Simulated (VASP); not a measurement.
# SnSe in VASP: further runs

Aim: see how the results for SnSe move with the level of theory and the settings. Levels: vdW-DF2, PBE, RPBE. Tasks: single point.

Everything below comes from runs of VASP 6.6.1. Logs are shortened: lines on timing, memory, paths and dates and some standing lists are left out, and cuts for length are marked.

### Step 1. The cell of the first run

Symmetry: Pm, No. 6, monoclinic system. The conventional cell has a = 4.415 Å, b = 4.190 Å, c = 11.420 Å, α = 90.00°, β = 90.00°, γ = 90.00°. Sn (site symmetry m) has 6 Se at 2.69 to 3.50 Å and 2 Sn at 3.60 Å within 3.6 Å. Within 3.6 Å of Sn (site symmetry m) lie 6 Se at 2.69 to 3.48 Å and 2 Sn at 3.60 Å. Within 3.6 Å of Sn (site symmetry m) lie 6 Se at 2.69 to 3.50 Å and 2 Sn at 3.60 Å. Within 3.6 Å of Sn (site symmetry m) lie 6 Se at 2.69 to 3.50 Å and 2 Sn at 3.60 Å. Se (site symmetry m) has 6 Sn at 2.69 to 3.50 Å within 3.6 Å. Within 3.6 Å of Se (site symmetry m) lie 6 Sn at 2.69 to 3.50 Å. Se (site symmetry m) has 6 Sn at 2.69 to 3.50 Å within 3.6 Å. Se (site symmetry m) has 6 Sn at 2.69 to 3.48 Å within 3.5 Å.

### Step 2. Single point, vdW-DF2 (last atom moved by 0.04 Å along z, cell strained by -1.0% along z)

INCAR reads:

```
SYSTEM = SnSe
ADDGRID = .FALSE.
AGGAC = 0.0
ALGO = Normal
EDIFF = 1E-8
EFERMI = MIDGAP
ENCUT = 620
GGA = ML
GGA_COMPAT = .FALSE.
ISIF = 2
ISMEAR = 0
KPAR = 4
LASPH = .TRUE.
LCHARG = .FALSE.
LREAL = .FALSE.
LUSE_VDW = .TRUE.
LWAVE = .FALSE.
NBANDS = 72
NELM = 120
PREC = Accurate
SIGMA = 0.03
ZAB_VDW = -1.8867
```

KPOINTS reads:

```
Automatic mesh
0
Gamma
  3 8 8
  0 0 0
```

POSCAR reads:

```
SnSe
1.0
   11.4200000000      0.0000000000      0.0000000000
    0.0000000000      4.1900000000      0.0000000000
    0.0000000000      0.0000000000      4.4154000000
Sn Se
4 4
Direct
    0.8770000000      0.7500000000      0.9090000000
    0.6230000000      0.2500000000      0.4090000000
    0.3770000000      0.7500000000      0.5910000000
    0.1230000000      0.2500000000      0.0910000000
    0.6430000000      0.7500000000      0.9840000000
    0.8570000000      0.2500000000      0.4840000000
    0.1430000000      0.7500000000      0.5160000000
    0.3570000000      0.2500000000      0.0249686100
```

Potentials or basis: VASP PAW PBE potentials, release 64 (Sn_d, Se).

On the command line:

```bash
cat potpaw_PBE.64/Sn_d/POTCAR potpaw_PBE.64/Se/POTCAR > POTCAR
mpirun -np 4 vasp_std > vasp.out
```

OUTCAR:

```text
SYSTEM = SnSe
   EDIFF = 1E-8
   EFERMI = MIDGAP
   ENCUT = 620
   GGA = ML
   ISIF = 2
   ISMEAR = 0
   LASPH = .TRUE.
   LREAL = .FALSE.
   NELM = 120
   PREC = Accurate

 ion  position               nearest neighbor table
   1  0.877  0.750  0.909-   5 2.69   6 2.82   6 2.82   4 3.60   4 3.60
   2  0.623  0.250  0.409-   6 2.69   5 2.82   5 2.82   3 3.60   3 3.60
   3  0.377  0.750  0.591-   7 2.69   8 2.85   8 2.85   8 3.27   8 3.27   2 3.60   2 3.60
   4  0.123  0.250  0.091-   8 2.69   7 2.82   7 2.82   1 3.60   1 3.60
   5  0.643  0.750  0.984-   1 2.69   2 2.82   2 2.82
   6  0.857  0.250  0.484-   2 2.69   1 2.82   1 2.82
   7  0.143  0.750  0.516-   3 2.69   4 2.82   4 2.82
   8  0.357  0.250  0.025-   4 2.69   3 2.85   3 2.85   3 3.27   3 3.27

  LATTYP: Found a simple orthorhombic cell.
 ALAT       =     4.1900000000
 B/A-ratio  =     1.0537947494
 C/A-ratio  =     2.7255369928

  Lattice vectors:

 A1 = (   0.0000000000,   4.1900000000,   0.0000000000)
 A2 = (   0.0000000000,   0.0000000000,   4.4154000000)
 A3 = (  11.4200000000,   0.0000000000,   0.0000000000)

Analysis of symmetry for initial positions (statically):
=====================================================================
 Subroutine PRICEL returns:
 Original cell was already a primitive cell.

 Routine SETGRP: Setting up the symmetry group for a
 simple orthorhombic supercell.

 Subroutine GETGRP returns: Found  2 space group operations
 (whereof  1 operations were pure point group operations)
 out of a pool of  8 trial point group operations.

The static configuration has the point symmetry C_1 .
 The point group associated with its full space group is C_1h.

Analysis of symmetry for dynamics (positions and initial velocities):
=====================================================================
 Subroutine PRICEL returns:
 Original cell was already a primitive cell.

 Routine SETGRP: Setting up the symmetry group for a
 simple orthorhombic supercell.

 Subroutine GETGRP returns: Found  2 space group operations
 (whereof  1 operations were pure point group operations)
 out of a pool of  8 trial point group operations.

The dynamic configuration has the point symmetry C_1 .
 The point group associated with its full space group is C_1h.

 Subroutine INISYM returns: Found  2 space group operations
 (whereof  1 operations are pure point group operations),
 and found     1 'primitive' translations

----------------------------------------------------------------------------------------

[... 119 lines left out ...]
   EMIN   =  10.00;   EMAX   =-10.00  energy-range for DOS
   EFERMI =   0.00;   METHOD = MIDGAP
   ISMEAR =     0;   SIGMA  =   0.03  broadening in eV -4-tet -1-fermi 0-gaus
   EFERMI_NEDOS =   21; number of points for ismear=-14 and -15
   IALGO  =     38    algorithm
   IMIX   =      4    mixing-type and parameters
     AMIX     =   0.40;   BMIX     =  1.00
     AMIX_MAG =   1.60;   BMIX_MAG =  1.00
  volume/ion in A,a.u.               =      26.41       178.22
  Fermi-wavevector in a.u.,A,eV,Ry     =   1.184372  2.238138 19.085393  1.402737
  Thomas-Fermi vector in A             =   2.320587
   LORBIT       =      0    0 simple, 1 ext, 2 COOP (PROOUT), +10 PAW based schemes
   GGA     = ML    functional components
   LHFCALC =     F    Hartree Fock is set to
   AEXX    =    0.0000 exact exchange contribution
   IVDW_NL    =     1    kernel type
   BPARAM     = 6.3000
   IVDW    =     0    specifies the selected vdW correction
   LEPSILON=     F    determine dielectric tensor
   LRPA    =     F    only Hartree local field effects (RPA)

   CSHIFT  =0.1000    complex shift for real part using Kramers Kronig

   OMEGAMAX=  -1.0    maximum frequency
 non-spin polarized calculation
 Gauss-broadening in eV      SIGMA  =   0.03
  energy-cutoff  :      620.00
  volume of cell :      211.28
 maximum number of plane-waves:      7442
 NGX is ok and might be reduce to    96
   NGX = 47   NGY = 17   NGZ = 17

 number of electron      80.0000000 magnetization

 Free energy of the ion-electron system (eV)
  ---------------------------------------------------
  ext. energy  EPLUGINS =         0.00000000
  ---------------------------------------------------
  free energy    TOTEN  =       -10.96637083 eV

  energy without entropy =      -10.96637083  energy(sigma->0) =      -10.96637083

 E-fermi :   6.0076     XC(G=0):  -9.4363

 val. band max:        5.6185693833   @ k =   0.0000   0.0000   0.3750
 cond. band min:       6.3965552117   @ k =   0.0000   0.3750   0.0000
 fundamental gap:      0.7779858284
 Fermi energy:         6.0075622975

 k-point     1 :       0.0000    0.0000    0.0000
  band No.  band energies     occupation
      1     -15.7777      2.00000
      2     -15.7687      2.00000
      3     -15.7655      2.00000
      4     -15.7591      2.00000
      5     -15.7577      2.00000
      6     -15.7551      2.00000
[... 1309 lines left out ...]
     51      10.0152      0.00000
     52      10.0243      0.00000

 [... further k-points ...]

 [bands above 52 left out]

------------------------ aborting loop because EDIFF is reached ----------------------------------------

  FORCE on cell =-STRESS in cart. coord.  units (eV):
  Direction    XX          YY          ZZ          XY          YZ          ZX
  --------------------------------------------------------------------------------------
  -------------------------------------------------------------------------------------
  Total       14.6959281     11.0873360     10.8390660      0.0000000      0.0000000     -0.0182692
  in kB      111.4441871     84.0790145     82.1962989      0.0000000      0.0000000     -0.1385414
  external PRESSURE =      92.5731668 kB  Pullay stress =       0.0000000 kB

 VOLUME and BASIS-vectors are now :
 -----------------------------------------------------------------------------
  energy-cutoff  :      620.00
  volume of cell :      211.28
      direct lattice vectors                 reciprocal lattice vectors
    11.420000000  0.000000000  0.000000000     0.087565674  0.000000000  0.000000000
     0.000000000  4.190000000  0.000000000     0.000000000  0.238663484  0.000000000
     0.000000000  0.000000000  4.415400000     0.000000000  0.000000000  0.226480047

 POSITION                                       TOTAL-FORCE (eV/Angst)
 -----------------------------------------------------------------------------------
     10.01534      3.14250      4.01360         0.571628      0.000000      0.146022
      7.11466      1.04750      1.80590        -0.557530      0.000000      0.149806
      4.30534      3.14250      2.60950         0.551317      0.000000     -0.035779
      1.40466      1.04750      0.40180        -0.570333      0.000000     -0.154191
      7.34306      3.14250      4.34475        -0.450279      0.000000     -0.126042
      9.78694      1.04750      2.13705         0.446299      0.000000     -0.132220
      1.63306      3.14250      2.27835        -0.452260      0.000000      0.179805
      4.07694      1.04750      0.11025         0.461158      0.000000     -0.027400
 -----------------------------------------------------------------------------------
    total drift:                                0.000002      0.000000      0.000099

  FREE ENERGIE OF THE ION-ELECTRON SYSTEM (eV)
  ---------------------------------------------------
  free  energy   TOTEN  =       -10.9663708259 eV

  energy  without entropy=      -10.9663708259  energy(sigma->0) =      -10.96637083

Total vdW correction in eV:     12.8774748
```

stdout:

```text
POSCAR found type information on POSCAR SnSe
 POSCAR found :  2 types and       8 ions
 scaLAPACK will be used
 -----------------------------------------------------------------------------
|                                                                             |
|                                                                             |
[... 16 lines left out ...]
|                                                                             |
 -----------------------------------------------------------------------------

 LDA part: xc-table for (Slater+PW92), standard interpolation
 POSCAR, INCAR and KPOINTS ok, starting setup
 FFT: planning ... GRIDC
 FFT: planning ... GRID_SOFT
 FFT: planning ... GRID
 WAVECAR not read
 entering main loop
```

Run time: 7 min. Hardware: 4 MPI ranks of Intel Xeon 6975P-C (Granite Rapids), shared host; peak memory 1.6 GiB.

Results:

```
Free energy            : -10.9664 eV
Pressure               : 9.3 GPa
Largest force          : 0.591 eV/Å
Band gap on the k mesh : 0.78 eV (least direct gap 0.98 eV)
```

Forces in eV/Å, atoms in the order of the input:
```
Sn   0.572  0.000  0.146
Sn  -0.558  0.000  0.150
Sn   0.551  0.000 -0.036
Sn  -0.570  0.000 -0.154
Se  -0.450  0.000 -0.126
Se   0.446  0.000 -0.132
Se  -0.452  0.000  0.180
Se   0.461  0.000 -0.027
```

Levels at points of the mesh, in eV from the valence-band top:
```csv
k point,band 37,band 38,band 39,band 40,band 41,band 42,band 43,band 44
"(0.00, 0.00, 0.00)",-1.53,-1.23,-0.70,-0.57,0.84,3.06,3.30,3.38
"(0.00, 0.50, 0.00)",-0.95,-0.94,-0.69,-0.67,1.06,1.11,1.46,1.47
"(0.00, 0.00, 0.50)",-0.71,-0.69,-0.31,-0.31,1.30,1.31,1.57,1.62
"(0.00, 0.50, 0.50)",-2.23,-2.20,-1.48,-1.46,2.89,2.92,3.19,3.25
```

Caveat: the cell differs from its parent crystal (last atom moved by 0.04 Å along z, cell strained by -1.0% along z); the cell stands under pressure; the PAW data sets were made with another functional, which shifts forces and pressure a little; spin-orbit coupling is left out, which moves the levels of the heavy elements; an odd mesh through Γ misses points on the zone boundary, where band edges can lie.

### Step 3. Single point, PBE (atoms moved at random)

INCAR reads:

```
  PREC = Accurate
  ENCUT = 520
  EDIFF = 1E-7
  ISMEAR = -1
  SIGMA = 0.05
  LREAL = False
  LASPH = True
  NELM = 80
  ALGO = Normal
  ISIF = 2
  LWAVE = False
  LCHARG = False
  GGA = PE
  NBANDS = 50
```

KPOINTS reads:

```
regular mesh
0
Gamma
  3 6 6
```

POSCAR reads:

```
SnSe
1.0
   11.4200000000      0.0000000000      0.0000000000
    0.0000000000      4.1900000000      0.0000000000
    0.0000000000      0.0000000000      4.4600000000
Sn Se
4 4
Direct
    0.8753190000      0.7501360000      0.9099170000
    0.6255730000      0.2455770000      0.4110670000
    0.3728620000      0.7491900000      0.5946260000
    0.1265620000      0.2625250000      0.0854660000
    0.6447880000      0.7631490000      0.9887970000
    0.8558790000      0.2595380000      0.4844410000
    0.1429490000      0.7545270000      0.5090930000
    0.3604920000      0.2313560000      0.0116720000
```

Potentials or basis: VASP PAW PBE potentials, release 64 (Sn_d, Se).

On the command line:

```bash
cat potpaw_PBE.64/Sn_d/POTCAR potpaw_PBE.64/Se/POTCAR > POTCAR
mpirun -np 1 vasp_std > vasp.out
```

OUTCAR:

```text
PREC = Accurate
   ENCUT = 520
   EDIFF = 1E-7
   ISMEAR = -1
   LREAL = False
   LASPH = True
   NELM = 80
   ISIF = 2
   GGA = PE

 ion  position               nearest neighbor table
   1  0.875  0.750  0.910-   5 2.66   6 2.81   6 2.86   4 3.61   4 3.67
   2  0.626  0.246  0.411-   6 2.65   5 2.77   5 2.88   3 3.65   3 3.67
   3  0.373  0.749  0.595-   7 2.65   8 2.75   8 2.86   2 3.65   2 3.67
   4  0.127  0.263  0.085-   8 2.69   7 2.80   7 2.85   1 3.61   1 3.67
   5  0.645  0.763  0.989-   1 2.66   2 2.77   2 2.88
   6  0.856  0.260  0.484-   2 2.65   1 2.81   1 2.86
   7  0.143  0.755  0.509-   3 2.65   4 2.80   4 2.85
   8  0.360  0.231  0.012-   4 2.69   3 2.75   3 2.86

[... 1485 lines left out ...]
  in kB       54.3457355     21.1156861     19.7302338      1.2695902      6.0960524      0.1092784
  external PRESSURE =      31.7305518 kB  Pullay stress =       0.0000000 kB

 VOLUME and BASIS-vectors are now :
 -----------------------------------------------------------------------------
  energy-cutoff  :      520.00
  volume of cell :      213.41
      direct lattice vectors                 reciprocal lattice vectors
    11.420000000  0.000000000  0.000000000     0.087565674  0.000000000  0.000000000
     0.000000000  4.190000000  0.000000000     0.000000000  0.238663484  0.000000000
     0.000000000  0.000000000  4.460000000     0.000000000  0.000000000  0.224215247

 POSITION                                       TOTAL-FORCE (eV/Angst)
 -----------------------------------------------------------------------------------
      9.99614      3.14307      4.05823         0.519997      0.063513      0.002594
      7.14404      1.02897      1.83336        -0.601889      0.137593      0.068486
      4.25808      3.13911      2.65203         0.666894     -0.158221     -0.160612
      1.44534      1.09998      0.38118        -0.377632     -0.067452     -0.034468
      7.36348      3.19759      4.41003        -0.438343     -0.169437     -0.078850
      9.77414      1.08746      2.16061         0.533335     -0.045793      0.024806
      1.63248      3.16147      2.27055        -0.478757     -0.029385      0.039751
      4.11682      0.96938      0.05206         0.176395      0.269183      0.138294
 -----------------------------------------------------------------------------------
    total drift:                                0.000532     -0.000816     -0.000082

  FREE ENERGIE OF THE ION-ELECTRON SYSTEM (eV)
  ---------------------------------------------------
  free  energy   TOTEN  =       -32.6889723979 eV

  energy  without entropy=      -32.6888968263  energy(sigma->0) =      -32.68893461
```

Wall time 15 min (1 thread of Intel Xeon 8259CL, shared host); peak memory 0.61 GiB.

Results:

- Free energy: -32.6890 eV
- Pressure: 3.2 GPa
- Largest force: 0.704 eV/Å
- Band gap on the k mesh: 0.59 eV (least direct gap 0.73 eV)

Forces on the atoms (eV/Å):
```
Sn   0.520  0.064  0.003
Sn  -0.602  0.138  0.068
Sn   0.667 -0.158 -0.161
Sn  -0.378 -0.067 -0.034
Se  -0.438 -0.169 -0.079
Se   0.533 -0.046  0.025
Se  -0.479 -0.029  0.040
Se   0.176  0.269  0.138
```

Stress tensor (GPa, compression positive):
```
5.43 0.13 0.01
0.13 2.11 0.61
0.01 0.61 1.97
```

Caveat: the cell differs from its parent crystal (atoms moved at random); the cell stands under pressure; spin-orbit coupling is left out, which moves the levels of the heavy elements; an odd mesh through Γ misses points on the zone boundary, where band edges can lie.

### Step 4. Single point, RPBE

This run uses another cell than the first one, of 27.74 Å³/atom.

INCAR reads:

```
ALGO = Normal
EDIFF = 1E-7
ENCUT = 520
GGA = RP
ISIF = 2
ISMEAR = -1
LASPH = True
LCHARG = True
LELF = True
LREAL = False
LVHAR = True
LWAVE = False
NBANDS = 50
NELM = 60
PREC = Accurate
SIGMA = 0.05
```

KPOINTS reads:

```
k-points
0
Gamma
  3 6 6
```

POSCAR reads:

```
SnSe
1.0
   11.5702803916      0.0000000000      0.0000000000
    0.0000000000      4.2451379020      0.0000000000
    0.0000000000      0.0000000000      4.5186909410
Sn Se
4 4
Direct
    0.8770000000      0.7500000000      0.9090000000
    0.6230000000      0.2500000000      0.4090000000
    0.3770000000      0.7500000000      0.5910000000
    0.1230000000      0.2500000000      0.0910000000
    0.6430000000      0.7500000000      0.9840000000
    0.8570000000      0.2500000000      0.4840000000
    0.1430000000      0.7500000000      0.5160000000
    0.3570000000      0.2500000000      0.0160000000
```

On the command line:

```bash
cat potpaw_PBE.64/Sn_d/POTCAR potpaw_PBE.64/Se/POTCAR > POTCAR
mpirun -np 1 vasp_std > vasp.out
```

Run time: 3.7 min. Hardware: 1 thread of Intel Xeon Platinum 8488C (Sapphire Rapids), shared host; peak memory 0.48 GiB.

It converged, with:

```yaml
Free_energy: -30.0748 eV
Pressure: 2.0 GPa
Largest_force: 0.168 eV/Å
Band_gap_on_the_k_mesh: 0.61 eV (least direct gap 0.77 eV)
```

Forces on the atoms (eV/Å):
```
Sn   0.141  0.000 -0.091
Sn  -0.141  0.000 -0.091
Sn   0.141  0.000  0.091
Sn  -0.141  0.000  0.091
Se  -0.129  0.000  0.091
Se   0.129  0.000  0.091
Se  -0.129  0.000 -0.091
Se   0.129  0.000 -0.091
```

Stress tensor (GPa, compression positive):
```
3.53 0.00 0.00
0.00 1.24 0.00
0.00 0.00 1.10
```

Levels at points of the mesh, in eV from the valence-band top:
```
           k point  band 38  band 39  band 40  band 41  band 42  band 43
(0.00, 0.00, 0.00)    -1.13    -0.71    -0.51     0.90     2.97     3.17
(0.00, 0.50, 0.00)    -0.95    -0.71    -0.71     1.03     1.03     1.36
(0.00, 0.00, 0.50)    -0.70    -0.29    -0.29     1.32     1.32     1.62
(0.00, 0.50, 0.50)    -2.10    -1.41    -1.41     2.87     2.87     3.10
```

Caveat: the PAW data sets were made with another functional, which shifts forces and pressure a little; spin-orbit coupling is left out, which moves the levels of the heavy elements; an odd mesh through Γ misses points on the zone boundary, where band edges can lie.

### Step 5. Overview

```tsv
level	cell	k mesh	cutoff (eV)	smearing	tolerance level	purpose	dipole correction	gap on the mesh (eV)	pressure (GPa)	largest force (eV/Å)
vdW-DF2	a = 11.420, b = 4.190, c = 4.415 Å, 8 atoms, atomic positions A	3 × 8 × 8	620	gaussian 0.03 eV	standard	all	-	0.78	9.3	0.59
PBE	a = 11.420, b = 4.190, c = 4.460 Å, 8 atoms, atomic positions B	3 × 6 × 6	520	fermi-dirac 0.05 eV	-	-	no	0.59	3.2	0.70
RPBE	a = 11.570, b = 4.245, c = 4.519 Å, 8 atoms, atomic positions C	3 × 6 × 6	520	fermi-dirac 0.05 eV	-	-	no	0.61	2.0	0.17
```

Alike in all rows: task single point; potentials or basis VASP PAW PBE potentials, release 64 (Sn_d, Se); no spin polarisation.

Caveats: spin-orbit coupling is left out, which moves the levels of the heavy elements; an odd mesh through Γ misses points on the zone boundary, where band edges can lie; the cell stands under pressure (at least some runs); the PAW data sets were made with another functional, which shifts forces and pressure a little (at least some runs).

Total energies depend on the potentials used, so only differences within one code and one set of settings carry meaning.
